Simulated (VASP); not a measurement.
# Cr (Im-3m) in VASP: a series of runs

Aim: see how the results for Cr move with the level of theory and the settings. Levels: LDA, PBEsol. Tasks: single point.

All numbers are computed with VASP 6.6.1; they aren't measurements. Logs are shortened: lines on timing, memory, paths and dates and some standing lists are left out, and cuts for length are marked.

### Step 1. The cell of the first run

It takes space group Im-3m (No. 229, cubic). Conventional cell: a = 3.027 Å, b = 3.027 Å, c = 3.027 Å, α = 90.00°, β = 90.00°, γ = 90.00°. Cr (site symmetry m-3m) has 14 Cr at 2.62 to 3.03 Å within 3.5 Å.

### Step 2. Single point, LDA, collinear spin, ferromagnetic start (13.87 Å³/atom)

File INCAR:

```
SYSTEM = Cr
PREC     = Accurate       ! precision mode
ENCUT    = 520            ! plane-wave cutoff, eV
EDIFF    = 1E-7           ! SCF threshold, eV
ISMEAR   = -1             ! smearing method
SIGMA    = 0.05           ! smearing width, eV
LREAL    = .False.        ! projectors in reciprocal space
LASPH    = .True.         ! aspherical terms in the spheres
NELM     = 150            ! most SCF steps
ALGO     = Fast           ! electronic algorithm
ISIF     = 2              ! what is computed and relaxed
LWAVE    = .False.        ! write WAVECAR
LCHARG   = .False.        ! write CHGCAR
ISPIN    = 2              ! spin polarisation
MAGMOM   = 3              ! initial moments
LORBIT   = 11             ! projections on sites
LMAXMIX  = 4              ! l up to which the mixer works
GGA      = CA             ! functional
NBANDS   = 16             ! bands
```

File KPOINTS:

```
Automatic mesh
0
Gamma
  12 12 12
  0 0 0
```

File POSCAR:

```
Cr
1.0
   -1.5135639255      1.5135639255      1.5135639255
    1.5135639255     -1.5135639255      1.5135639255
    1.5135639255      1.5135639255     -1.5135639255
Cr
1
Direct
    0.0000000000      0.0000000000      0.0000000000
```

Potentials or basis: VASP PAW LDA potentials, release 64 (Cr_pv).

Run with:

```console
> cat potpaw_LDA.64/Cr_pv/POTCAR > POTCAR
> mpirun -np 1 vasp_std > vasp.out
```

OUTCAR:

```text
SYSTEM = Cr
   PREC = Accurate
   ENCUT = 520
   EDIFF = 1E-7
   ISMEAR = -1
   LREAL = .False.
   LASPH = .True.
   NELM = 150
   ISIF = 2
   ISPIN = 2
   LORBIT = 11
   GGA = CA

 ion  position               nearest neighbor table
   1  0.000  0.000  0.000-

  LATTYP: Found a body centered cubic cell.
 ALAT       =     3.0271278510

  Lattice vectors:

 A1 = (  -1.5135639255,   1.5135639255,   1.5135639255)
 A2 = (   1.5135639255,  -1.5135639255,   1.5135639255)
 A3 = (   1.5135639255,   1.5135639255,  -1.5135639255)

Analysis of symmetry for initial positions (statically):
=====================================================================
 Subroutine PRICEL returns:
 Original cell was already a primitive cell.

 Routine SETGRP: Setting up the symmetry group for a
 body centered cubic supercell.

 Subroutine GETGRP returns: Found 48 space group operations
 (whereof 48 operations were pure point group operations)
 out of a pool of 48 trial point group operations.

The static configuration has the point symmetry O_h .

Analysis of symmetry for dynamics (positions and initial velocities):
=====================================================================
 Subroutine PRICEL returns:
 Original cell was already a primitive cell.

 Routine SETGRP: Setting up the symmetry group for a
 body centered cubic supercell.

 Subroutine GETGRP returns: Found 48 space group operations
 (whereof 48 operations were pure point group operations)
 out of a pool of 48 trial point group operations.

The dynamic configuration has the point symmetry O_h .

Analysis of structural, dynamic, and magnetic symmetry:
=====================================================================
 Subroutine PRICEL returns:
 Original cell was already a primitive cell.

 Routine SETGRP: Setting up the symmetry group for a
 body centered cubic supercell.

 Subroutine GETGRP returns: Found 48 space group operations
 (whereof 48 operations were pure point group operations)
 out of a pool of 48 trial point group operations.

The overall configuration has the point symmetry O_h .

 Subroutine INISYM returns: Found 48 space group operations
 (whereof 48 operations are pure point group operations),
 and found     1 'primitive' translations

----------------------------------------------------------------------------------------

                                     Primitive cell

  volume of cell :      13.8695

  direct lattice vectors                    reciprocal lattice vectors
    -1.513563925  1.513563925  1.513563925     0.000000000  0.330346140  0.330346140
     1.513563925 -1.513563925  1.513563925     0.330346140  0.000000000  0.330346140
     1.513563925  1.513563925 -1.513563925     0.330346140  0.330346140  0.000000000

  length of vectors
     2.621569619  2.621569619  2.621569619     0.467179991  0.467179991  0.467179991

  position of ions in fractional coordinates (direct lattice)
     0.000000000  0.000000000  0.000000000

  ion indices of the primitive-cell ions
   primitive index   ion index
                 1           1

----------------------------------------------------------------------------------------

 KPOINTS: Automatic mesh

Automatic generation of k-mesh.
 Grid dimensions read from file:
 generate k-points for:   12   12   12

 Generating k-lattice:

  Cartesian coordinates                     Fractional coordinates (reciprocal lattice)
     0.000000000  0.027528845  0.027528845     0.083333333  0.000000000  0.000000000
     0.027528845  0.000000000  0.027528845     0.000000000  0.083333333  0.000000000
     0.027528845  0.027528845  0.000000000     0.000000000  0.000000000  0.083333333

  Length of vectors
     0.038931666  0.038931666  0.038931666

  Shift w.r.t. Gamma in fractional coordinates (k-lattice)
     0.000000000  0.000000000  0.000000000

 Subroutine IBZKPT returns following result:
 ===========================================

 Found     72 irreducible k-points:

 Following reciprocal coordinates:
            Coordinates               Weight
  0.000000  0.000000  0.000000      1.000000
  0.083333  0.000000  0.000000     12.000000
  0.166667  0.000000  0.000000     12.000000
  0.250000  0.000000  0.000000     12.000000
  0.333333  0.000000  0.000000     12.000000
  0.416667  0.000000  0.000000     12.000000
[... 16 lines left out ...]
  0.333333  0.083333  0.083333     24.000000
  0.416667  0.083333  0.083333     12.000000
 [... further k-points ...]
   k-points           NKPTS =     72   k-points in BZ     NKDIM =     72   number of bands    NBANDS=     16
   number of dos      NEDOS =    301   number of ions     NIONS =      1
   total plane-waves  NPLWV =   8000
   dimension x,y,z NGX =    20 NGY =   20 NGZ =   20
   dimension x,y,z NGXF=    40 NGYF=   40 NGZF=   40
   ions per type =               1
   NGX,Y,Z   is equivalent  to a cutoff of  12.68, 12.68, 12.68 a.u.
   NGXF,Y,Z  is equivalent  to a cutoff of  25.37, 25.37, 25.37 a.u.
 SYSTEM =  Cr
   PREC   = accura    normal or accurate (medium, high low for compatibility)
   ISTART =      0    job   : 0-new  1-cont  2-samecut
   ICHARG =      2    charge: 1-file 2-atom 10-const
   ISPIN  =      2    spin polarized calculation?
   LNONCOLLINEAR =      F non collinear calculations
   LSORBIT =      F    spin-orbit coupling
   LASPH  =      T    aspherical Exc in radial PAW
   ENCUT  =  520.0 eV  38.22 Ry    6.18 a.u.   4.87  4.87  4.87*2*pi/ulx,y,z
   NELM   =    150;   NELMIN=  2; NELMDL= -5     # of ELM steps
   EDIFF  = 0.1E-06   stopping-criterion for ELM
   LREAL  =      F    real-space projection
   EDIFFG = 0.1E-05   stopping-criterion for IOM
   NSW    =      0    number of steps for IOM
   IBRION =     -1    ionic relax: 0-MD 1-quasi-New 2-CG
   NFREE  =      0    steps in history (QN), initial steepest desc. (CG)
   ISIF   =      2    stress and relaxation
   ISYM   =      2    0-nonsym 1-usesym 2-fastsym
   POTIM  = 0.5000    time-step for ionic-motion
   TEBEG  =    0.0;   TEEND  =   0.0 temperature during run
   PSTRESS=    0.0 pullay stress
   NELECT =      12.0000    total number of electrons
   NUPDOWN=      -1.0000    fix difference up-down
   EMIN   =  10.00;   EMAX   =-10.00  energy-range for DOS
   EFERMI =   0.00;   METHOD = LEGACY
   ISMEAR =    -1;   SIGMA  =   0.05  broadening in eV -4-tet -1-fermi 0-gaus
   EFERMI_NEDOS =   21; number of points for ismear=-14 and -15
   IALGO  =     68    algorithm
   IMIX   =      4    mixing-type and parameters
     AMIX     =   0.40;   BMIX     =  1.00
     AMIX_MAG =   1.60;   BMIX_MAG =  1.00
  volume/ion in A,a.u.               =      13.87        93.60
  Fermi-wavevector in a.u.,A,eV,Ry     =   1.559964  2.947904 33.109595  2.433487
  Thomas-Fermi vector in A             =   2.663245
   LORBIT       =     11    0 simple, 1 ext, 2 COOP (PROOUT), +10 PAW based schemes
   GGA     = CA    functional components
   LHFCALC =     F    Hartree Fock is set to
   AEXX    =    0.0000 exact exchange contribution
   IVDW    =     0    specifies the selected vdW correction
   LEPSILON=     F    determine dielectric tensor
   LRPA    =     F    only Hartree local field effects (RPA)
 spin polarized calculation
 RMM-DIIS sequential band-by-band and
  energy-cutoff  :      520.00
  volume of cell :       13.87
 maximum number of plane-waves:       384
   NGX =  9   NGY =  9   NGZ =  9

 number of electron      11.9999988 magnetization       0.0000032

 number of electron      11.9999988 magnetization      -0.0000015

 Free energy of the ion-electron system (eV)
  ---------------------------------------------------
  ext. energy  EPLUGINS =         0.00000000
  ---------------------------------------------------
  free energy    TOTEN  =       -10.11912178 eV

  energy without entropy =      -10.11253556  energy(sigma->0) =      -10.11582867

 E-fermi :   8.3316     XC(G=0): -12.9593

 val. band max:        8.2807085498   @ k =   0.1667   0.0000   0.0000
 cond. band min:       8.3675572218   @ k =   0.4167   0.0833   0.0000
 fundamental gap:      0.0868486721
 Fermi energy:         8.3315537829

 spin component 1

 k-point     1 :       0.0000    0.0000    0.0000
  band No.  band energies     occupation
      1     -34.1612      1.00000
      2     -34.1612      1.00000
      3     -34.1612      1.00000
      4       1.2658      1.00000
      5       7.6614      1.00000
      6       7.6614      1.00000
[... 8 lines left out ...]
     15      35.2524      0.00000
     16      38.3010      0.00000
[... 419 lines left out ...]
 k-point    24 :       0.4167    0.0833    0.0833
  band No.  band energies     occupation
      1     -34.6473      1.00000
      2     -34.3535      1.00000
      3     -34.1960      1.00000
      4       5.1470      1.00000
      5       6.4017      1.00000
      6       8.1590      0.96928
[... 8 lines left out ...]
     15      36.2618      0.00000
     16      37.9667      0.00000

 [... further k-points ...]

 spin component 2

 k-point     1 :       0.0000    0.0000    0.0000
  band No.  band energies     occupation
      1     -34.1612      1.00000
      2     -34.1612      1.00000
      3     -34.1612      1.00000
      4       1.2658      1.00000
      5       7.6614      1.00000
      6       7.6614      1.00000
[... 8 lines left out ...]
     15      35.2524      0.00000
     16      38.3010      0.00000
[... 419 lines left out ...]
 k-point    24 :       0.4167    0.0833    0.0833
  band No.  band energies     occupation
      1     -34.6473      1.00000
      2     -34.3535      1.00000
      3     -34.1960      1.00000
      4       5.1470      1.00000
      5       6.4017      1.00000
      6       8.1590      0.96928
[... 8 lines left out ...]
     15      36.2618      0.00000
     16      37.9667      0.00000

 [... further k-points ...]

------------------------ aborting loop because EDIFF is reached ----------------------------------------

  FORCE on cell =-STRESS in cart. coord.  units (eV):
  Direction    XX          YY          ZZ          XY          YZ          ZX
  --------------------------------------------------------------------------------------
  -------------------------------------------------------------------------------------
  Total       -3.7881824     -3.7881824     -3.7881824     -0.0000000     -0.0000000     -0.0000000
  in kB     -437.6018670   -437.6018670   -437.6018670     -0.0000000     -0.0000000     -0.0000000
  external PRESSURE =    -437.6018670 kB  Pullay stress =       0.0000000 kB

 VOLUME and BASIS-vectors are now :
 -----------------------------------------------------------------------------
  energy-cutoff  :      520.00
  volume of cell :       13.87
      direct lattice vectors                 reciprocal lattice vectors
    -1.513563925  1.513563925  1.513563925     0.000000000  0.330346140  0.330346140
     1.513563925 -1.513563925  1.513563925     0.330346140  0.000000000  0.330346140
     1.513563925  1.513563925 -1.513563925     0.330346140  0.330346140  0.000000000

 POSITION                                       TOTAL-FORCE (eV/Angst)
 -----------------------------------------------------------------------------------
      0.00000      0.00000      0.00000         0.000000     -0.000000      0.000000
 -----------------------------------------------------------------------------------
    total drift:                                0.000000     -0.000000      0.000000

  FREE ENERGIE OF THE ION-ELECTRON SYSTEM (eV)
  ---------------------------------------------------
  free  energy   TOTEN  =       -10.1191217814 eV

  energy  without entropy=      -10.1125355643  energy(sigma->0) =      -10.11582867

 total charge

# of ion       s       p       d       tot
------------------------------------------
    1        0.372   6.292   4.069  10.734

 magnetization (x)

# of ion       s       p       d       tot
------------------------------------------
    1       -0.000  -0.000   0.000  -0.000
```

Wall time 47 s (1 thread of Intel Xeon 8259CL, shared host); peak memory 0.14 GiB.

What came out:

```yaml
Free_energy: -10.1191 eV
Pressure: -43.8 GPa
Band_gap_on_the_k_mesh: zero (filled and empty bands overlap)
Net_moment: 0.00 μB per cell
Valence_electrons_inside_the_program's_atomic_spheres: Cr 10.73
```

Levels at points of the mesh, in eV from the Fermi level:
Spin up:
```csv
k point,band 3,band 4,band 5,band 6,band 7,band 8,band 9,band 10
"(0.00, 0.00, 0.00)",-42.49,-7.07,-0.67,-0.67,-0.67,0.88,0.88,5.31
"(0.50, 0.00, 0.00)",-42.49,-3.57,-1.86,0.87,0.90,1.12,2.25,5.30
"(0.50, 0.50, 0.50)",-42.86,-3.31,-3.31,1.95,1.95,1.95,5.30,9.14
```
Spin down:
```tsv
k point	band 4	band 5	band 6	band 7	band 8	band 9
(0.00, 0.00, 0.00)	-7.07	-0.67	-0.67	-0.67	0.88	0.88
(0.50, 0.00, 0.00)	-3.57	-1.86	0.88	0.90	1.12	2.25
(0.50, 0.50, 0.50)	-3.31	-3.31	1.95	1.95	1.95	5.30
```

Caveat: the cell stands under tension.

### Step 3. Single point, PBEsol, collinear spin, ferromagnetic start (13.87 Å³/atom)

File INCAR:

```
ALGO = Normal
EDIFF = 1E-7
ENCUT = 520
GGA = PS
ISIF = 2
ISMEAR = -1
ISPIN = 2
LASPH = True
LCHARG = True
LELF = True
LMAXMIX = 4
LORBIT = 11
LREAL = False
LVHAR = True
LWAVE = False
MAGMOM = 3
NBANDS = 16
NELM = 150
PREC = Accurate
SIGMA = 0.05
```

File KPOINTS:

```
k-points
0
Gamma
  12 12 12
```

POSCAR is that of step 2.

Potentials or basis: VASP PAW PBE potentials, release 64 (Cr_pv).

Run with:

```console
> cat potpaw_PBE.64/Cr_pv/POTCAR > POTCAR
> mpirun -np 1 vasp_std > vasp.out
```

It took 52 s on 1 thread of Intel Xeon 8259CL, shared host; peak memory 0.15 GiB.

The run converged. Its results:

- Free energy: -9.8418 eV
- Pressure: -38.8 GPa
- Band gap on the k mesh: zero (filled and empty bands overlap)
- Net moment: 0.00 μB per cell
- Valence electrons inside the program's atomic spheres: Cr 10.72

Levels at points of the mesh, in eV from the Fermi level:
Spin up:
```
           k point  band 2  band 3  band 4  band 5  band 6  band 7  band 8  band 9  band 10  band 11
(0.00, 0.00, 0.00)  -42.74  -42.74   -7.13   -0.65   -0.65   -0.65    0.93    0.93     7.07    20.91
(0.50, 0.00, 0.00)  -42.90  -42.74   -3.56   -1.85    0.82    0.91    1.17    2.25     7.06     7.99
(0.50, 0.50, 0.50)  -43.10  -43.10   -3.29   -3.29    1.96    1.96    1.96    7.07     9.12     9.12
```
Spin down:
```tsv
k point	band 4	band 5	band 6	band 7	band 8	band 9
(0.00, 0.00, 0.00)	-7.13	-0.65	-0.65	-0.65	0.93	0.93
(0.50, 0.00, 0.00)	-3.56	-1.85	0.82	0.91	1.17	2.25
(0.50, 0.50, 0.50)	-3.29	-3.29	1.96	1.96	1.96	7.07
```

Caveat: the cell stands under tension; an empty level that is flat over the whole mesh can mark a ghost state of the potentials, or a narrow d or f band; the PAW data sets were made with another functional, which shifts forces and pressure a little.
